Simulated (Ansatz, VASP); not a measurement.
# One calculation of Ta, two programs

```
Ta
1.0
     0.00000    2.15273    2.15273
     2.15273    0.00000    2.15273
     2.15273    2.15273    0.00000
Ta
1
Direct
  0.00000 0.00000 0.00000
```

Change from the starting cell: volume scaled by 1.06.

Alike in both runs: task single point; functional PBE; k mesh 14 × 14 × 14; occupations fermi-dirac, width 0.05 eV; no spin polarisation.

```csv
,VASP,Ansatz
version,VASP 6.6.1,Ansatz 0.2.0
potentials or method,"VASP PAW PBE potentials, release 64 (Ta_pv), cutoff 520 eV","all-electron LAPW, scalar-relativistic"
```

```csv
,VASP,Ansatz,Ansatz less VASP
pressure (GPa),-10.0,-9.9,+0.12
```

Ansatz ran all-electron here, and VASP with PAW potentials.

Spin-orbit coupling is off throughout.
